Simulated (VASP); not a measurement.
# NiHg4 (Im-3m) in VASP: further runs

NiHg4 is run at these levels: LDA; tasks: single point, relaxation of cell and atoms.

Program: VASP 6.6.1. These are calculated values, not measurements. Logs are shortened: lines on timing, memory, paths and dates and some standing lists are left out, and cuts for length are marked.

**1. The cell of the first run**

Symmetry: Im-3m, No. 229, cubic system. Conventional cell: a = 5.934 Å, b = 5.934 Å, c = 5.934 Å, α = 90.00°, β = 90.00°, γ = 90.00°. Within 3.4 Å of Ni (site symmetry m-3m) lie 8 Hg at 2.57 Å. Hg (site symmetry -3m) has 2 Ni at 2.57 Å and 6 Hg at 2.97 Å within 3.4 Å.

**2. Single point, LDA**

Input file INCAR:

```
PREC     = Accurate       # precision mode
ENCUT    = 520            # plane-wave cutoff, eV
EDIFF    = 1E-6           # SCF threshold, eV
ISMEAR   = 0              # smearing method
SIGMA    = 0.1            # smearing width, eV
LREAL    = False          # projectors in reciprocal space
LASPH    = True           # aspherical terms in the spheres
NELM     = 100            # most SCF steps
ALGO     = Normal         # electronic algorithm
ISIF     = 2              # what is computed and relaxed
LWAVE    = False          # write WAVECAR
LCHARG   = False          # write CHGCAR
NBANDS   = 37             # bands
```

Input file KPOINTS:

```
regular mesh
0
Gamma
  8 8 8
```

Input file POSCAR:

```
NiHg4
1.0
   -2.9670422198      2.9670422198      2.9670422198
    2.9670422198     -2.9670422198      2.9670422198
    2.9670422198      2.9670422198     -2.9670422198
Ni Hg
1 4
Direct
    0.0000000000      0.0000000000      0.0000000000
    0.0000000000      0.0000000000      0.5000000000
    0.5000000000      0.0000000000      0.0000000000
    0.5000000000      0.5000000000      0.5000000000
    0.0000000000      0.5000000000      0.0000000000
```

Potentials or basis: VASP PAW LDA potentials, release 64 (Ni, Hg).

Launch:

```sh
> cat potpaw_LDA.64/Ni/POTCAR potpaw_LDA.64/Hg/POTCAR > POTCAR
> mpirun -np 1 vasp_std > vasp.out
```

OUTCAR:

```text
PREC = Accurate
   ENCUT = 520
   EDIFF = 1E-6
   ISMEAR = 0
   LREAL = False
   LASPH = True
   NELM = 100
   ISIF = 2

 ion  position               nearest neighbor table
   1  0.000  0.000  0.000-   2 2.57   3 2.57   4 2.57   5 2.57   2 2.57   5 2.57   3 2.57   4 2.57

   2  0.000  0.000  0.500-   1 2.57   1 2.57   4 2.97   5 2.97   3 2.97   5 2.97   3 2.97   4 2.97

   3  0.500  0.000  0.000-   1 2.57   1 2.57   4 2.97   5 2.97   4 2.97   2 2.97   2 2.97   5 2.97

   4  0.500  0.500  0.500-   1 2.57   1 2.57   3 2.97   5 2.97   3 2.97   5 2.97   2 2.97   2 2.97

   5  0.000  0.500  0.000-   1 2.57   1 2.57   3 2.97   4 2.97   2 2.97   2 2.97   4 2.97   3 2.97

  LATTYP: Found a body centered cubic cell.
 ALAT       =     5.9340844396

  Lattice vectors:

 A1 = (  -2.9670422198,   2.9670422198,   2.9670422198)
 A2 = (   2.9670422198,  -2.9670422198,   2.9670422198)
 A3 = (   2.9670422198,   2.9670422198,  -2.9670422198)

Analysis of symmetry for initial positions (statically):
=====================================================================
 Subroutine PRICEL returns:
 Original cell was already a primitive cell.

 Routine SETGRP: Setting up the symmetry group for a
 body centered cubic supercell.

 Subroutine GETGRP returns: Found 48 space group operations
 (whereof 48 operations were pure point group operations)
 out of a pool of 48 trial point group operations.

The static configuration has the point symmetry O_h .

Analysis of symmetry for dynamics (positions and initial velocities):
=====================================================================
 Subroutine PRICEL returns:
 Original cell was already a primitive cell.

 Routine SETGRP: Setting up the symmetry group for a
 body centered cubic supercell.

 Subroutine GETGRP returns: Found 48 space group operations
 (whereof 48 operations were pure point group operations)
 out of a pool of 48 trial point group operations.

The dynamic configuration has the point symmetry O_h .

 Subroutine INISYM returns: Found 48 space group operations
 (whereof 48 operations are pure point group operations),
 and found     1 'primitive' translations

----------------------------------------------------------------------------------------

                                     Primitive cell

  volume of cell :     104.4795

  direct lattice vectors                    reciprocal lattice vectors
    -2.967042220  2.967042220  2.967042220     0.000000000  0.168517993  0.168517993
     2.967042220 -2.967042220  2.967042220     0.168517993  0.000000000  0.168517993
     2.967042220  2.967042220 -2.967042220     0.168517993  0.168517993  0.000000000

  length of vectors
     5.139067873  5.139067873  5.139067873     0.238320431  0.238320431  0.238320431

  position of ions in fractional coordinates (direct lattice)
     0.000000000  0.000000000  0.000000000
     0.000000000  0.000000000  0.500000000
     0.500000000  0.000000000  0.000000000
     0.500000000  0.500000000  0.500000000
     0.000000000  0.500000000  0.000000000

  ion indices of the primitive-cell ions
   primitive index   ion index
                 1           1
                 2           2
                 3           3
                 4           4
                 5           5

----------------------------------------------------------------------------------------

 KPOINTS: regular mesh

Automatic generation of k-mesh.
 Grid dimensions read from file:
 generate k-points for:    8    8    8

 Generating k-lattice:

  Cartesian coordinates                     Fractional coordinates (reciprocal lattice)
     0.000000000  0.021064749  0.021064749     0.125000000  0.000000000  0.000000000
     0.021064749  0.000000000  0.021064749     0.000000000  0.125000000  0.000000000
     0.021064749  0.021064749  0.000000000     0.000000000  0.000000000  0.125000000

  Length of vectors
     0.029790054  0.029790054  0.029790054

  Shift w.r.t. Gamma in fractional coordinates (k-lattice)
     0.000000000  0.000000000  0.000000000

 Subroutine IBZKPT returns following result:
 ===========================================

 Found     29 irreducible k-points:

 Following reciprocal coordinates:
            Coordinates               Weight
  0.000000  0.000000  0.000000      1.000000
  0.125000  0.000000  0.000000     12.000000
  0.250000  0.000000  0.000000     12.000000
  0.375000  0.000000  0.000000     12.000000
  0.500000  0.000000  0.000000      6.000000
  0.125000  0.125000  0.000000     24.000000
[... 16 lines left out ...]
 -0.250000  0.250000  0.250000      6.000000
 -0.375000  0.375000  0.250000     24.000000
 [... further k-points ...]
   k-points           NKPTS =     29   k-points in BZ     NKDIM =     29   number of bands    NBANDS=     37
   number of dos      NEDOS =    301   number of ions     NIONS =      5
   total plane-waves  NPLWV =  64000
   dimension x,y,z NGX =    40 NGY =   40 NGZ =   40
   dimension x,y,z NGXF=    80 NGYF=   80 NGZF=   80
   ions per type =               1   4
   NGX,Y,Z   is equivalent  to a cutoff of  12.94, 12.94, 12.94 a.u.
   NGXF,Y,Z  is equivalent  to a cutoff of  25.88, 25.88, 25.88 a.u.
 SYSTEM =  unknown system
   PREC   = accura    normal or accurate (medium, high low for compatibility)
   ISTART =      0    job   : 0-new  1-cont  2-samecut
   ICHARG =      2    charge: 1-file 2-atom 10-const
   ISPIN  =      1    spin polarized calculation?
   LNONCOLLINEAR =      F non collinear calculations
   LSORBIT =      F    spin-orbit coupling
   LASPH  =      T    aspherical Exc in radial PAW
   ENCUT  =  520.0 eV  38.22 Ry    6.18 a.u.   9.56  9.56  9.56*2*pi/ulx,y,z
   NELM   =    100;   NELMIN=  2; NELMDL= -5     # of ELM steps
   EDIFF  = 0.1E-05   stopping-criterion for ELM
   LREAL  =      F    real-space projection
   EDIFFG = 0.1E-04   stopping-criterion for IOM
   NSW    =      0    number of steps for IOM
   IBRION =     -1    ionic relax: 0-MD 1-quasi-New 2-CG
   NFREE  =      0    steps in history (QN), initial steepest desc. (CG)
   ISIF   =      2    stress and relaxation
   ISYM   =      2    0-nonsym 1-usesym 2-fastsym
   POTIM  = 0.5000    time-step for ionic-motion
   TEBEG  =    0.0;   TEEND  =   0.0 temperature during run
   PSTRESS=    0.0 pullay stress
   NELECT =      58.0000    total number of electrons
   NUPDOWN=      -1.0000    fix difference up-down
   EMIN   =  10.00;   EMAX   =-10.00  energy-range for DOS
   EFERMI =   0.00;   METHOD = LEGACY
   ISMEAR =     0;   SIGMA  =   0.10  broadening in eV -4-tet -1-fermi 0-gaus
   EFERMI_NEDOS =   21; number of points for ismear=-14 and -15
   IALGO  =     38    algorithm
   IMIX   =      4    mixing-type and parameters
     AMIX     =   0.40;   BMIX     =  1.00
     AMIX_MAG =   1.60;   BMIX_MAG =  1.00
  volume/ion in A,a.u.               =      20.90       141.01
  Fermi-wavevector in a.u.,A,eV,Ry     =   1.345469  2.542568 24.630456  1.810287
  Thomas-Fermi vector in A             =   2.473380
   LORBIT       =      0    0 simple, 1 ext, 2 COOP (PROOUT), +10 PAW based schemes
   GGA     = CA    functional components
   LHFCALC =     F    Hartree Fock is set to
   AEXX    =    0.0000 exact exchange contribution
   IVDW    =     0    specifies the selected vdW correction
   LEPSILON=     F    determine dielectric tensor
   LRPA    =     F    only Hartree local field effects (RPA)
 non-spin polarized calculation
 Gauss-broadening in eV      SIGMA  =   0.10
  energy-cutoff  :      520.00
  volume of cell :      104.48
 maximum number of plane-waves:      2834
 NGX is ok and might be reduce to    40
   NGX = 19   NGY = 19   NGZ = 19

 number of electron      58.0000006 magnetization

 Free energy of the ion-electron system (eV)
  ---------------------------------------------------
  ext. energy  EPLUGINS =         0.00000000
  ---------------------------------------------------
  free energy    TOTEN  =       -10.65296154 eV

  energy without entropy =      -10.64796381  energy(sigma->0) =      -10.65046267

 E-fermi :   3.2522     XC(G=0): -11.3439

 val. band max:        3.2444673726   @ k =   0.0000   0.0000   0.0000
 cond. band min:       3.3141520666   @ k =  -0.3750   0.3750   0.2500
 fundamental gap:      0.0696846940
 Fermi energy:         3.2521515090

 k-point     1 :       0.0000    0.0000    0.0000
  band No.  band energies     occupation
      1      -6.3831      2.00000
      2      -5.1691      2.00000
      3      -5.1691      2.00000
      4      -5.0081      2.00000
      5      -4.8096      2.00000
      6      -4.8096      2.00000
[... 29 lines left out ...]
     36       9.3174      0.00000
     37      10.6436      0.00000

 k-point     2 :       0.1250    0.0000    0.0000
  band No.  band energies     occupation
      1      -6.2457      2.00000
      2      -5.1262      2.00000
      3      -5.0945      2.00000
      4      -4.9265      2.00000
      5      -4.7564      2.00000
      6      -4.7464      2.00000
[... 29 lines left out ...]
     36       9.6896      0.00000
     37      10.8819      0.00000

 k-point     3 :       0.2500    0.0000    0.0000
  band No.  band energies     occupation
      1      -5.8759      2.00000
      2      -5.0085      2.00000
      3      -4.8754      2.00000
      4      -4.7899      2.00000
      5      -4.6843      2.00000
      6      -4.6019      2.00000
[... 29 lines left out ...]
     36      10.5805      0.00000
     37      10.7125      0.00000

 k-point     4 :       0.3750    0.0000    0.0000
  band No.  band energies     occupation
      1      -5.4488      2.00000
      2      -4.8830      2.00000
      3      -4.7963      2.00000
      4      -4.5336      2.00000
      5      -4.3546      2.00000
      6      -4.3535      2.00000
[... 29 lines left out ...]
     36       9.6161      0.00000
     37       9.9269      0.00000
[... 683 lines left out ...]
      1      -4.7911      2.00000
      2      -4.0535      2.00000
      3      -4.0535      2.00000
      4      -4.0535      2.00000
      5      -4.0146      2.00000
      6      -4.0146      2.00000
[... 29 lines left out ...]
     36       9.6835      0.00000
     37       9.9129      0.00000

 k-point    23 :      -0.2500    0.2500    0.2500
  band No.  band energies     occupation
      1      -5.5758      2.00000
      2      -5.0068      2.00000
      3      -4.8204      2.00000
      4      -4.8204      2.00000
      5      -4.7348      2.00000
      6      -4.5064      2.00000
[... 29 lines left out ...]
     36      10.8391      0.00000
     37      10.8391      0.00000

 k-point    24 :      -0.3750    0.3750    0.2500
  band No.  band energies     occupation
      1      -5.2910      2.00000
      2      -4.9129      2.00000
      3      -4.8735      2.00000
      4      -4.7781      2.00000
      5      -4.6116      2.00000
      6      -4.4168      2.00000
[... 29 lines left out ...]
     36      12.2473      0.00000
     37      12.5131      0.00000

 [... further k-points ...]
[... 5 lines left out ...]
  --------------------------------------------------------------------------------------
  -------------------------------------------------------------------------------------
  Total        0.6972552      0.6972552      0.6972552      0.0000000     -0.0000000      0.0000000
  in kB       10.6923017     10.6923017     10.6923017      0.0000000     -0.0000000      0.0000000
  external PRESSURE =      10.6923017 kB  Pullay stress =       0.0000000 kB

 VOLUME and BASIS-vectors are now :
 -----------------------------------------------------------------------------
  energy-cutoff  :      520.00
  volume of cell :      104.48
      direct lattice vectors                 reciprocal lattice vectors
    -2.967042220  2.967042220  2.967042220     0.000000000  0.168517993  0.168517993
     2.967042220 -2.967042220  2.967042220     0.168517993  0.000000000  0.168517993
     2.967042220  2.967042220 -2.967042220     0.168517993  0.168517993  0.000000000

 POSITION                                       TOTAL-FORCE (eV/Angst)
 -----------------------------------------------------------------------------------
      0.00000      0.00000      0.00000        -0.000000     -0.000000     -0.000000
      1.48352      1.48352     -1.48352        -0.000000      0.000000     -0.000000
     -1.48352      1.48352      1.48352        -0.000000      0.000000      0.000000
      1.48352      1.48352      1.48352         0.000000      0.000000     -0.000000
      1.48352     -1.48352      1.48352         0.000000     -0.000000      0.000000
 -----------------------------------------------------------------------------------
    total drift:                                0.000000     -0.000000      0.000000

  FREE ENERGIE OF THE ION-ELECTRON SYSTEM (eV)
  ---------------------------------------------------
  free  energy   TOTEN  =       -10.6529615380 eV

  energy  without entropy=      -10.6479638055  energy(sigma->0) =      -10.65046267
```

It took 3.1 min on 1 thread of Intel Xeon Platinum 8488C (Sapphire Rapids), shared host; peak memory 0.25 GiB.

Results:

```
Free energy            : -10.6530 eV
Pressure               : 1.1 GPa
Band gap on the k mesh : zero (band 29 reaches 3.54 eV, above the bottom of band 30 at 2.73 eV)
```

Caveat: spin-orbit coupling is left out, which moves the levels of the heavy elements.

**3. Relaxation of cell and atoms, LDA**

This run uses another cell than the first one, of 23.49 Å³/atom, 1.124 times its volume.

Input file INCAR:

```
PREC = Accurate
ENCUT = 600
EDIFF = 1E-6
ISMEAR = 0
SIGMA = 0.1
LREAL = False
LASPH = True
NELM = 100
ALGO = Normal
ISIF = 3
LWAVE = False
LCHARG = False
IBRION = 2
NSW = 70
EDIFFG = -0.005
```

Input file KPOINTS:

```
Automatic mesh
0
Gamma
  8 8 8
```

Changes to POSCAR since step 2:

```diff
@@ -2,5 +2,5 @@
 1.0
-   -2.9670422198      2.9670422198      2.9670422198
-    2.9670422198     -2.9670422198      2.9670422198
-    2.9670422198      2.9670422198     -2.9670422198
+   -3.0849309194      3.0849309194      3.0849309194
+    3.0849309194     -3.0849309194      3.0849309194
+    3.0849309194      3.0849309194     -3.0849309194
 Ni Hg
```

Potentials or basis: VASP PAW LDA potentials, release 64 (Ni, Hg).

Launch:

```sh
> cat potpaw_LDA.64/Ni/POTCAR potpaw_LDA.64/Hg/POTCAR > POTCAR
> mpirun -np 1 vasp_std > vasp.out
```

Run time: 12 min. Hardware: 1 thread of Intel Xeon Platinum 8488C (Sapphire Rapids), shared host; peak memory 0.34 GiB.

It converged, with:

```
Free energy                            : -10.6594 eV
Relaxed volume                         : 21.17 Å³/atom
Relaxed cell                           : a = 5.162 Å, b = 5.162 Å, c = 5.162 Å, α = 109.47°, β = 109.47°, γ = 109.47°
Space group after relaxing (to 0.05 Å) : Im-3m (No. 229)
Energy gained by relaxing              : 54.1 meV/atom
Ionic steps                            : 3
Pressure after relaxing                : 0.0 GPa
Band gap on the k mesh                 : zero (band 29 reaches 3.44 eV, above the bottom of band 30 at 2.64 eV)
```

Step by step:
```
step  energy change (eV)  largest force (eV/Å)  pressure (GPa)  volume (Å³)
   1              0.0000                0.0000           -6.66       117.43
   2             -0.2204                0.0000            3.96       101.62
   3             -0.2707                0.0000            0.00       105.87
```

Final structure:
```yaml
crystal:
  lattice:
    - [-2.98013, 2.98013, 2.98013]
    - [2.98013, -2.98013, 2.98013]
    - [2.98013, 2.98013, -2.98013]
  atoms:
    - { symbol: Ni, position: [0.00000, 0.00000, 0.00000] }
    - { symbol: Hg, position: [0.00000, 0.00000, 0.50000] }
    - { symbol: Hg, position: [0.50000, 0.00000, 0.00000] }
    - { symbol: Hg, position: [0.50000, 0.50000, 0.50000] }
    - { symbol: Hg, position: [0.00000, 0.50000, 0.00000] }
```

Levels at points of the mesh, in eV from the Fermi level:
```
           k point  band 25  band 26  band 27  band 28  band 29  band 30  band 31  band 32  band 33  band 34
(0.00, 0.00, 0.00)    -1.09    -1.09     0.00     0.00     0.00     1.25     1.25     1.25     1.63     1.63
(0.50, 0.00, 0.00)    -2.00    -1.65    -1.29    -1.26     0.28     0.38     1.17     3.99     5.14     5.21
(0.50, 0.50, 0.50)    -2.78    -2.78    -1.93    -1.93    -1.93    -0.51    -0.51     4.57     5.06     5.06
```

Caveat: spin-orbit coupling is left out, which moves the levels of the heavy elements. Spin polarisation is off, so any magnetic state and its effect on volume and gap are missing.
